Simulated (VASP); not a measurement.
Write the native input for VASP 6.6.1 that does the following.

| Property | Result |
| --- | --- |
| Task | single point |
| Functional | r2SCAN |
| Potentials or basis | VASP PAW PBE potentials, release 64 (Li_sv, H) |
| Cutoff | 520 eV |
| k mesh | 6 × 6 × 4 |
| Occupations | gaussian, width 0.01 eV |
| Spin | no spin polarisation |
| Dipole correction | no |
| Further INCAR settings | ALGO = Normal; EDIFF = 1e-07; NBANDS = 12 |

The system is LiH.

```
Li H
1.0
     2.78155    0.00000    0.00000
    -1.39077    2.40889    0.00000
     0.00000    0.00000    4.87296
Li H
2 2
Direct
  0.00000 0.00000 0.00000
  0.00000 0.00000 0.50000
  0.33333 0.66667 0.25000
  0.66667 0.33333 0.75000
```

These files were run (other wordings do the same):

POSCAR

```
LiH
1.0
    2.7815484418      0.0000000000      0.0000000000
   -1.3907742209      2.4088916124      0.0000000000
    0.0000000000      0.0000000000      4.8729606993
Li H
2 2
Direct
    0.0000000000      0.0000000000      0.0000000000
    0.0000000000      0.0000000000      0.5000000000
    0.3333333333      0.6666666667      0.2500000000
    0.6666666667      0.3333333333      0.7500000000
```

INCAR.step1

```
SYSTEM = LiH
PREC     = Accurate       ! precision mode
ENCUT    = 520            ! plane-wave cutoff, eV
ISMEAR   = 0              ! smearing method
SIGMA    = 0.01           ! smearing width, eV
LREAL    = .False.        ! projectors in reciprocal space
LASPH    = .True.         ! aspherical terms in the spheres
NELM     = 100            ! most SCF steps
NBANDS   = 12             ! bands
GGA      = PE             ! functional
ALGO     = Normal         ! electronic algorithm
EDIFF    = 1E-4           ! SCF threshold, eV
LWAVE    = .True.         ! write WAVECAR
LCHARG   = .False.        ! write CHGCAR
```

INCAR.step2

```
SYSTEM = LiH
PREC     = Accurate       ! precision mode
ENCUT    = 520            ! plane-wave cutoff, eV
EDIFF    = 1E-7           ! SCF threshold, eV
ISMEAR   = 0              ! smearing method
SIGMA    = 0.01           ! smearing width, eV
LREAL    = .False.        ! projectors in reciprocal space
LASPH    = .True.         ! aspherical terms in the spheres
NELM     = 100            ! most SCF steps
ALGO     = Normal         ! electronic algorithm
ISIF     = 2              ! what is computed and relaxed
LWAVE    = .False.        ! write WAVECAR
LCHARG   = .False.        ! write CHGCAR
METAGGA  = R2SCAN         ! meta-GGA
LMIXTAU  = .True.       
NBANDS   = 12             ! bands
ISTART   = 1
```

KPOINTS

```
regular mesh
0
Gamma
  6 6 4
  0 0 0
```

Potentials or basis: VASP PAW PBE potentials, release 64 (Li_sv, H).

Command:

```console
$ cat potpaw_PBE.64/Li_sv/POTCAR potpaw_PBE.64/H/POTCAR > POTCAR
$ cp INCAR.step1 INCAR
$ mpirun -np 1 vasp_std > vasp.out
$ cp INCAR.step2 INCAR
$ mpirun -np 1 vasp_std > vasp.out
```

It gave:

The band gap on the k mesh is 5.01 eV, indirect (least direct gap 5.61 eV).

Caveat: the k points lie up to 0.43 Å⁻¹ apart.

Run time: 76 s on 1 thread of AMD EPYC 7R13 Processor (Zen 3), with other jobs on the host, peak memory 0.12 GiB.
